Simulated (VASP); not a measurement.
# CO2 (Cmce) in VASP: a series of runs

Runs on CO2. Level: r2SCAN+D3(BJ). Tasks: single point, relaxation of cell and atoms.

All numbers are computed with VASP 6.6.1; they aren't measurements. Logs are shortened: lines on timing, memory, paths and dates and some standing lists are left out, and cuts for length are marked.

### 1 The cell of the first run

Symmetry: Cmce, No. 64, orthorhombic system. Conventional cell: a = 4.712 Å, b = 4.323 Å, c = 5.981 Å, α = 90.00°, β = 90.00°, γ = 90.00°. C (site symmetry 2/m) has 2 O at 1.16 Å within 1.6 Å. O (site symmetry m) has 1 C at 1.16 Å within 1.6 Å.

### 2 Single point, r2SCAN+D3(BJ)

Contents of POSCAR:

```
CO2
1.0
    2.3559647501     -2.1613870538      0.0000000000
    2.3559647501      2.1613870538      0.0000000000
    0.0000000000      0.0000000000      5.9808021343
C O
2 4
Direct
    0.0000000000      0.0000000000      0.0000000000
    0.5000000000      0.5000000000      0.5000000000
    0.7857354635      0.2142645365      0.8845497083
    0.2142645365      0.7857354635      0.1154502917
    0.7142645365      0.2857354635      0.3845497083
    0.2857354635      0.7142645365      0.6154502917
```

Contents of INCAR.step1:

```
SYSTEM = CO2
PREC = Accurate
ENCUT = 520
ISMEAR = 0
SIGMA = 0.1
LREAL = .FALSE.
LASPH = .TRUE.
NELM = 100
NBANDS = 25
GGA = PE
ALGO = Normal
EDIFF = 1E-4
LWAVE = .TRUE.
LCHARG = .FALSE.
```

Contents of INCAR.step2:

```
SYSTEM = CO2
PREC = Accurate
ENCUT = 520
EDIFF = 1E-6
ISMEAR = 0
SIGMA = 0.1
LREAL = .FALSE.
LASPH = .TRUE.
NELM = 100
ALGO = Normal
ISIF = 2
LWAVE = .FALSE.
LCHARG = .FALSE.
METAGGA = R2SCAN
LMIXTAU = .TRUE.
IVDW = 12
VDW_S6 = 1.0
VDW_S8 = 0.78981345
VDW_A1 = 0.49484001
VDW_A2 = 5.73083694
NBANDS = 25
ISTART = 1
```

Contents of KPOINTS:

```
Automatic mesh
0
G
  6 6 4
  0 0 0
```

Potentials or basis: VASP PAW PBE potentials, release 64 (C, O).

On the command line:

```sh
> cat potpaw_PBE.64/C/POTCAR potpaw_PBE.64/O/POTCAR > POTCAR
> cp INCAR.step1 INCAR
> mpirun -np 1 vasp_std > vasp.out
> cp INCAR.step2 INCAR
> mpirun -np 1 vasp_std > vasp.out
```

OUTCAR:

```text
SYSTEM = CO2
   PREC = Accurate
   ENCUT = 520
   EDIFF = 1E-6
   ISMEAR = 0
   LREAL = .FALSE.
   LASPH = .TRUE.
   NELM = 100
   ISIF = 2
   METAGGA = R2SCAN
   IVDW = 12
   ISTART = 1
 IVDW          = 12

 ion  position               nearest neighbor table
   1  0.000  0.000  0.000-   3 1.16   4 1.16
   2  0.500  0.500  0.500-   5 1.16   6 1.16
   3  0.786  0.214  0.885-   1 1.16
   4  0.214  0.786  0.115-   1 1.16
   5  0.714  0.286  0.385-   2 1.16
   6  0.286  0.714  0.615-   2 1.16

  LATTYP: Found a base centered orthorhombic cell.
 ALAT       =     4.3227741076
 B/A-ratio  =     1.0900244572
 C/A-ratio  =     1.3835564814

  Lattice vectors:

 A1 = (  -2.3559647501,  -2.1613870538,   0.0000000000)
 A2 = (   2.3559647501,  -2.1613870538,   0.0000000000)
 A3 = (   0.0000000000,   0.0000000000,   5.9808021343)

Analysis of symmetry for initial positions (statically):
=====================================================================
 Subroutine PRICEL returns:
 Original cell was already a primitive cell.

 Routine SETGRP: Setting up the symmetry group for a
 base centered orthorhombic supercell.

 Subroutine GETGRP returns: Found  8 space group operations
 (whereof  4 operations were pure point group operations)
 out of a pool of  8 trial point group operations.

The static configuration has the point symmetry C_2h.
 The point group associated with its full space group is D_2h.

Analysis of symmetry for dynamics (positions and initial velocities):
=====================================================================
 Subroutine PRICEL returns:
 Original cell was already a primitive cell.

 Routine SETGRP: Setting up the symmetry group for a
 base centered orthorhombic supercell.

 Subroutine GETGRP returns: Found  8 space group operations
 (whereof  4 operations were pure point group operations)
 out of a pool of  8 trial point group operations.

The dynamic configuration has the point symmetry C_2h.
 The point group associated with its full space group is D_2h.

 Subroutine INISYM returns: Found  8 space group operations
 (whereof  4 operations are pure point group operations),
 and found     1 'primitive' translations

----------------------------------------------------------------------------------------

                                     Primitive cell

  volume of cell :      60.9103

  direct lattice vectors                    reciprocal lattice vectors
     2.355964750 -2.161387054  0.000000000     0.212227284 -0.231332930  0.000000000
     2.355964750  2.161387054  0.000000000     0.212227284  0.231332930  0.000000000
     0.000000000  0.000000000  5.980802134     0.000000000  0.000000000  0.167201652

  length of vectors
     3.197211895  3.197211895  5.980802134     0.313935255  0.313935255  0.167201652

  position of ions in fractional coordinates (direct lattice)
     0.000000000  0.000000000  0.000000000
     0.500000000  0.500000000  0.500000000
     0.785735464  0.214264536  0.884549708
     0.214264536  0.785735464  0.115450292
     0.714264536  0.285735464  0.384549708
     0.285735464  0.714264536  0.615450292

  ion indices of the primitive-cell ions
   primitive index   ion index
                 1           1
                 2           2
                 3           3
                 4           4
                 5           5
                 6           6

----------------------------------------------------------------------------------------

 KPOINTS: Automatic mesh

Automatic generation of k-mesh.
 Grid dimensions read from file:
 generate k-points for:    6    6    4

 Generating k-lattice:

  Cartesian coordinates                     Fractional coordinates (reciprocal lattice)
     0.035371214 -0.038555488  0.000000000     0.166666667 -0.000000000  0.000000000
     0.035371214  0.038555488  0.000000000    -0.000000000  0.166666667  0.000000000
     0.000000000  0.000000000  0.041800413     0.000000000  0.000000000  0.250000000

  Length of vectors
     0.052322543  0.052322543  0.041800413

  Shift w.r.t. Gamma in fractional coordinates (k-lattice)
     0.000000000  0.000000000  0.000000000

 Subroutine IBZKPT returns following result:
 ===========================================

 Found     39 irreducible k-points:

 Following reciprocal coordinates:
            Coordinates               Weight
  0.000000  0.000000  0.000000      1.000000
  0.166667  0.000000  0.000000      4.000000
  0.333333 -0.000000  0.000000      4.000000
  0.500000 -0.000000  0.000000      2.000000
  0.166667  0.166667  0.000000      2.000000
  0.333333  0.166667  0.000000      4.000000
[... 16 lines left out ...]
  0.333333  0.333333  0.250000      4.000000
  0.500000  0.333333  0.250000      8.000000
 [... further k-points ...]
   k-points           NKPTS =     39   k-points in BZ     NKDIM =     39   number of bands    NBANDS=     25
   number of dos      NEDOS =    301   number of ions     NIONS =      6
[... 30 lines left out ...]
   EFERMI =   0.00;   METHOD = LEGACY
   ISMEAR =     0;   SIGMA  =   0.10  broadening in eV -4-tet -1-fermi 0-gaus
   EFERMI_NEDOS =   21; number of points for ismear=-14 and -15
   IALGO  =     38    algorithm
   IMIX   =      4    mixing-type and parameters
     AMIX     =   0.40;   BMIX     =  1.00
     AMIX_MAG =   1.60;   BMIX_MAG =  1.00
  volume/ion in A,a.u.               =      10.15        68.51
  Fermi-wavevector in a.u.,A,eV,Ry     =   1.320975  2.496281 23.741822  1.744975
  Thomas-Fermi vector in A             =   2.450762
   LORBIT       =      0    0 simple, 1 ext, 2 COOP (PROOUT), +10 PAW based schemes
   METAGGA = R2SCAN    functional components
   LHFCALC =     F    Hartree Fock is set to
   AEXX    =    0.0000 exact exchange contribution
   IVDW    =    12    specifies the selected vdW correction
   LEPSILON=     F    determine dielectric tensor
   LRPA    =     F    only Hartree local field effects (RPA)
 non-spin polarized calculation
 Gauss-broadening in eV      SIGMA  =   0.10
  energy-cutoff  :      520.00
  volume of cell :       60.91
 maximum number of plane-waves:      1664
   NGX = 11   NGY = 11   NGZ = 23

 number of electron      32.0000001 magnetization

 Free energy of the ion-electron system (eV)
  ---------------------------------------------------
  ext. energy  EPLUGINS =         0.00000000
  ---------------------------------------------------
  free energy    TOTEN  =       -50.94424190 eV

  energy without entropy =      -50.94424190  energy(sigma->0) =      -50.94424190

 E-fermi :  -0.6833     XC(G=0): -10.4043

 val. band max:       -1.1223668129   @ k =   0.5000   0.5000   0.0000
 cond. band min:       5.6470911242   @ k =   0.0000   0.0000   0.0000
 fundamental gap:      6.7694579370
 Fermi energy:        -0.6833320360

 k-point     1 :       0.0000    0.0000    0.0000
  band No.  band energies     occupation
      1     -24.0925      2.00000
      2     -23.6217      2.00000
      3     -22.4760      2.00000
      4     -22.2317      2.00000
      5      -7.6192      2.00000
      6      -7.0994      2.00000
[... 17 lines left out ...]
     24      16.7877      0.00000
     25      17.7125      0.00000

 k-point     2 :       0.1667    0.0000    0.0000
  band No.  band energies     occupation
      1     -23.9965      2.00000
      2     -23.5737      2.00000
      3     -22.4830      2.00000
      4     -22.2849      2.00000
      5      -7.8177      2.00000
      6      -7.1102      2.00000
[... 17 lines left out ...]
     24      16.1553      0.00000
     25      17.4048      0.00000

 k-point     3 :       0.3333   -0.0000    0.0000
  band No.  band energies     occupation
      1     -23.7590      2.00000
      2     -23.4901      2.00000
      3     -22.5066      2.00000
      4     -22.4153      2.00000
      5      -8.0196      2.00000
      6      -7.4024      2.00000
[... 552 lines left out ...]
 k-point    23 :       0.3333    0.3333    0.2500
  band No.  band energies     occupation
      1     -23.5485      2.00000
      2     -23.3454      2.00000
      3     -22.5067      2.00000
      4     -22.4821      2.00000
      5      -7.9790      2.00000
      6      -7.7339      2.00000
[... 17 lines left out ...]
     24      15.7864      0.00000
     25      16.1356      0.00000

 k-point    24 :       0.5000    0.3333    0.2500
  band No.  band energies     occupation
      1     -23.4236      2.00000
      2     -23.2993      2.00000
      3     -22.5378      2.00000
      4     -22.5271      2.00000
      5      -8.0398      2.00000
      6      -7.6783      2.00000
[... 17 lines left out ...]
     24      15.0808      0.00000
     25      15.5216      0.00000

 [... further k-points ...]

------------------------ aborting loop because EDIFF is reached ----------------------------------------

 Edisp (eV)   -0.30488

 E8    (eV) :    -0.0566

  FORCE on cell =-STRESS in cart. coord.  units (eV):
  Direction    XX          YY          ZZ          XY          YZ          ZX
  --------------------------------------------------------------------------------------
  -------------------------------------------------------------------------------------
  Total       3.24375     5.68759     4.60795     0.00000    -0.00000     0.00000
  in kB      85.32313   149.60566   121.20698     0.00000    -0.00000     0.00000
  external pressure =      118.71 kB  Pullay stress =        0.00 kB

 VOLUME and BASIS-vectors are now :
 -----------------------------------------------------------------------------
  energy-cutoff  :      520.00
  volume of cell :       60.91
      direct lattice vectors                 reciprocal lattice vectors
     2.355964750 -2.161387054  0.000000000     0.212227284 -0.231332930  0.000000000
     2.355964750  2.161387054  0.000000000     0.212227284  0.231332930  0.000000000
     0.000000000  0.000000000  5.980802134     0.000000000  0.000000000  0.167201652

 POSITION                                       TOTAL-FORCE (eV/Angst)
 -----------------------------------------------------------------------------------
      0.00000      0.00000      0.00000        -0.000000      0.000000      0.000000
      2.35596      0.00000      2.99040         0.000000     -0.000000      0.000000
      2.35596     -1.23517      5.29032         0.000000      0.665450     -0.490059
      2.35596      1.23517      0.69049         0.000000     -0.665450      0.490059
      2.35596     -0.92622      2.29992         0.000000     -0.665450     -0.490059
      2.35596      0.92622      3.68089         0.000000      0.665450      0.490059
 -----------------------------------------------------------------------------------
    total drift:                                0.000000     -0.000000     -0.000000

  FREE ENERGIE OF THE ION-ELECTRON SYSTEM (eV)
  ---------------------------------------------------
  free  energy   TOTEN  =       -51.2491241186 eV

  energy  without entropy=      -51.2491241186  energy(sigma->0) =      -51.24912412
```

Run time: 5.7 min. Hardware: 1 thread of Oxide Virtual Turin-like, shared host; peak memory 0.16 GiB.

Results:

```yaml
Free_energy: -51.2491 eV
Pressure: 11.9 GPa
Largest_force: 0.826 eV/Å
Band_gap_on_the_k_mesh: 6.77 eV (least direct gap 7.82 eV)
Dispersion_energy_per_atom: -0.051 eV
```

Forces on the atoms (eV/Å):
```
C    0.000  0.000  0.000
C    0.000  0.000  0.000
O    0.000  0.665 -0.490
O    0.000 -0.665  0.490
O    0.000 -0.665 -0.490
O    0.000  0.665  0.490
```

Caveat: the cell stands under pressure; the PAW data sets were made with another functional, which shifts forces and pressure a little. A k mesh can miss the band edges.

### 3 Single point, r2SCAN+D3(BJ)

Contents of POSCAR:

```
CO2
1.0
    2.3521850323     -2.1561127577      0.0000000000
    2.3521850323      2.1561127577      0.0000000000
    0.0000000000      0.0000000000      6.0079539700
C O
2 4
Direct
    0.0000000000      0.0000000000      0.0000000000
    0.5000000000      0.5000000000      0.5000000000
    0.7857206932      0.2142793068      0.8845359750
    0.2142793068      0.7857206932      0.1154640250
    0.7142793068      0.2857206932      0.3845359750
    0.2857206932      0.7142793068      0.6154640250
```

INCAR.step1: that of step 2 with these lines changed.

```diff
@@ -4,6 +4,6 @@
 ISMEAR = 0
-SIGMA = 0.1
+SIGMA = 0.02
 LREAL = .FALSE.
 LASPH = .TRUE.
-NELM = 100
+NELM = 60
 NBANDS = 25
```

Contents of INCAR.step2:

```
SYSTEM = CO2
PREC = Accurate
ENCUT = 520
EDIFF = 1E-7
ISMEAR = 0
SIGMA = 0.02
LREAL = .FALSE.
LASPH = .TRUE.
NELM = 60
ALGO = Normal
ISIF = 2
LWAVE = .FALSE.
LCHARG = .TRUE.
METAGGA = R2SCAN
LMIXTAU = .TRUE.
IVDW = 12
VDW_S6 = 1.0
VDW_S8 = 0.78981345
VDW_A1 = 0.49484001
VDW_A2 = 5.73083694
LELF = .TRUE.
LVHAR = .TRUE.
NBANDS = 25
ISTART = 1
```

Contents of KPOINTS:

```
regular mesh
0
G
  8 8 4
  0 0 0
```

Potentials or basis: VASP PAW PBE potentials, release 64 (C, O).

On the command line:

```sh
> cat potpaw_PBE.64/C/POTCAR potpaw_PBE.64/O/POTCAR > POTCAR
> cp INCAR.step1 INCAR
> mpirun -np 1 vasp_std > vasp.out
> cp INCAR.step2 INCAR
> mpirun -np 1 vasp_std > vasp.out
```

Run time: 7.8 min. Hardware: 1 thread of Oxide Virtual Turin-like, shared host; peak memory 0.19 GiB.

Results (log left out):

```yaml
Free_energy: -51.2513 eV
Pressure: 11.8 GPa
Largest_force: 0.813 eV/Å
Band_gap_on_the_k_mesh: 6.79 eV (least direct gap 7.83 eV)
Dispersion_energy_per_atom: -0.051 eV
```

Forces on the atoms (eV/Å):
```
C    0.000  0.000  0.000
C    0.000  0.000  0.000
O    0.000  0.651 -0.486
O    0.000 -0.651  0.486
O    0.000 -0.651 -0.486
O    0.000  0.651  0.486
```

Stress tensor (GPa, compression positive):
```
 8.56  0.00  0.00
 0.00 14.82  0.00
 0.00  0.00 11.95
```

Levels at points of the mesh, in eV from the valence-band top:
| k point | band 13 | band 14 | band 15 | band 16 | band 17 | band 18 | band 19 | band 20 |
| --- | --- | --- | --- | --- | --- | --- | --- | --- |
| (0.00, 0.00, 0.00) | -1.75 | -1.74 | -1.10 | -1.04 | 6.79 | 7.69 | 7.73 | 7.96 |
| (0.50, 0.00, 0.00) | -1.22 | -1.22 | -0.48 | -0.48 | 7.64 | 7.64 | 9.41 | 9.41 |
| (0.50, 0.50, 0.00) | -1.93 | -1.36 | -0.70 | 0.00 | 8.04 | 9.89 | 10.07 | 10.20 |
| (0.00, 0.00, 0.50) | -1.39 | -1.39 | -1.38 | -1.38 | 7.35 | 7.35 | 8.55 | 8.55 |
| (0.50, 0.00, 0.50) | -1.36 | -1.36 | -0.42 | -0.42 | 7.79 | 7.79 | 9.51 | 9.51 |
| (0.50, 0.50, 0.50) | -1.36 | -1.36 | -0.62 | -0.62 | 9.10 | 9.10 | 9.96 | 9.96 |

Caveat: the cell stands under pressure; the PAW data sets were made with another functional, which shifts forces and pressure a little. A k mesh can miss the band edges.

### 4 Relaxation of cell and atoms, r2SCAN+D3(BJ), target pressure 9 GPa, at which the enthalpy is minimised

Contents of POSCAR:

```
CO2
1.0
    2.3559647501     -2.1613870538      0.0000000000
    2.3559647501      2.1613870538      0.0000000000
    0.0000000000      0.0000000000      5.9808021343
C O
2 4
Direct
    0.0000000000      0.0000000000      0.0000000000
    0.5000000000      0.5000000000      0.5000000000
    0.7857354635      0.2142645365      0.8845497083
    0.2142645365      0.7857354635      0.1154502917
    0.7142645365      0.2857354635      0.3845497083
    0.2857354635      0.7142645365      0.6154502917
```

Contents of INCAR.step1:

```
PREC = Accurate ; ENCUT = 600
ISMEAR = 0 ; SIGMA = 0.1
LREAL = F ; LASPH = T
NELM = 100 ; GGA = PE
ALGO = Normal ; EDIFF = 1E-4
LWAVE = T ; LCHARG = F
```

Contents of INCAR.step2:

```
PREC = Accurate ; ENCUT = 600
EDIFF = 1E-7 ; ISMEAR = 0
SIGMA = 0.1 ; LREAL = F
LASPH = T ; NELM = 100
ALGO = Normal ; ISIF = 3
LWAVE = F ; LCHARG = F
METAGGA = R2SCAN ; LMIXTAU = T
IVDW = 12 ; VDW_S6 = 1.0
VDW_S8 = 0.78981345 ; VDW_A1 = 0.49484001
VDW_A2 = 5.73083694 ; IBRION = 2
NSW = 80 ; EDIFFG = -0.05
PSTRESS = 90.0 ; ISTART = 1
```

Contents of KPOINTS:

```
Automatic mesh
0
Gamma
  6 6 4
```

On the command line:

```sh
> cat potpaw_PBE.64/C/POTCAR potpaw_PBE.64/O/POTCAR > POTCAR
> cp INCAR.step1 INCAR
> mpirun -np 1 vasp_std > vasp.out
> cp INCAR.step2 INCAR
> mpirun -np 1 vasp_std > vasp.out
```

Run time: 16 min. Hardware: 1 thread of Oxide Virtual Turin-like, shared host; peak memory 0.2 GiB.

It converged, with:

```
Free energy                                                : -51.2949 eV
Relaxed volume                                             : 10.18 Å³/atom
Relaxed cell                                               : a = 3.200 Å, b = 3.200 Å, c = 5.987 Å, α = 90.00°, β = 90.00°, γ = 85.19°
Space group after relaxing (to 0.1 Å)                      : Cmce (No. 64)
Energy change on relaxing (the run minimises the enthalpy) : -3.2 meV/atom
Ionic steps                                                : 4
Pressure after relaxing                                    : 8.4 GPa
Largest force after relaxing                               : 0.024 eV/Å
Band gap on the k mesh                                     : 6.64 eV (least direct gap 7.69 eV)
Dispersion energy per atom                                 : -0.051 eV
```

Forces on the atoms (eV/Å):
```
C    0.000  0.000  0.000
C    0.000  0.000  0.000
O    0.000  0.021 -0.011
O    0.000 -0.021  0.011
O    0.000 -0.021 -0.011
O    0.000  0.021  0.011
```

Stress tensor (GPa, compression positive):
```
8.36 0.00 0.00
0.00 8.47 0.00
0.00 0.00 8.49
```

The path:
| step | energy change (eV) | largest force (eV/Å) | pressure (GPa) | volume (Å³) |
| --- | --- | --- | --- | --- |
| 1 | 0.0000 | 0.7931 | 11.51 | 60.91 |
| 2 | 0.3691 | 4.4760 | -10.06 | 62.32 |
| 3 | -0.0199 | 0.0207 | 8.26 | 61.08 |
| 4 | -0.0194 | 0.0236 | 8.44 | 61.07 |

Final structure:
```
C O
1.0
     2.35537   -2.16561    0.00000
     2.35537    2.16561    0.00000
     0.00000    0.00000    5.98664
C O
2 4
Direct
  0.00000 0.00000 0.00000
  0.50000 0.50000 0.50000
  0.78480 0.21520 0.88408
  0.21520 0.78480 0.11592
  0.71520 0.28480 0.38408
  0.28480 0.71520 0.61592
```

Levels at points of the mesh, in eV from the valence-band top:
```tsv
k point	band 14	band 15	band 16	band 17	band 18	band 19
(0.00, 0.00, 0.00)	-1.77	-1.09	-1.05	6.64	7.57	7.63
(0.50, 0.00, 0.00)	-1.23	-0.49	-0.49	7.50	7.50	9.26
(0.50, 0.50, 0.00)	-1.37	-0.69	0.00	7.91	9.75	9.91
(0.00, 0.00, 0.50)	-1.41	-1.39	-1.39	7.21	7.21	8.44
(0.50, 0.00, 0.50)	-1.38	-0.43	-0.43	7.66	7.66	9.36
(0.50, 0.50, 0.50)	-1.37	-0.63	-0.63	8.97	8.97	9.81
```

Caveat: the cell is relaxed towards a set pressure, so the run minimises the enthalpy, not the energy; the PAW data sets were made with another functional, which shifts forces and pressure a little; the relaxation stopped at a loose force limit of 0.05 eV/Å, so its end isn't a converged minimum.

### 5 The runs side by side

| task | cell | k mesh | cutoff (eV) | smearing | gap on the mesh (eV) | pressure (GPa) | largest force (eV/Å) |
| --- | --- | --- | --- | --- | --- | --- | --- |
| single point | a = 3.197, b = 3.197, c = 5.981 Å, angles 90.0, 90.0, 85.1°, 6 atoms | 6 × 6 × 4 | 520 | gaussian 0.1 eV | 6.77 | 11.9 | 0.83 |
| single point | a = 3.191, b = 3.191, c = 6.008 Å, angles 90.0, 90.0, 85.0°, 6 atoms | 8 × 8 × 4 | 520 | gaussian 0.02 eV | 6.79 | 11.8 | 0.81 |
| relaxation of cell and atoms | relaxed to 9 GPa from a = 3.197, b = 3.197, c = 5.981 Å, angles 90.0, 90.0, 85.1°, 6 atoms | 6 × 6 × 4 | 600 | gaussian 0.1 eV | 6.64 | 8.4 | 0.02 |

Alike in all rows: level r2SCAN+D3(BJ); potentials or basis VASP PAW PBE potentials, release 64 (C, O); no spin polarisation.

Caveats: the PAW data sets were made with another functional, which shifts forces and pressure a little; the cell stands under pressure (at least some runs); the cell is relaxed towards a set pressure, so the run minimises the enthalpy, not the energy (at least some runs); the relaxation stopped at a loose force limit of 0.05 eV/Å, so its end isn't a converged minimum (at least some runs).

Total energies depend on the potentials used, so only differences within one code and one set of settings carry meaning.
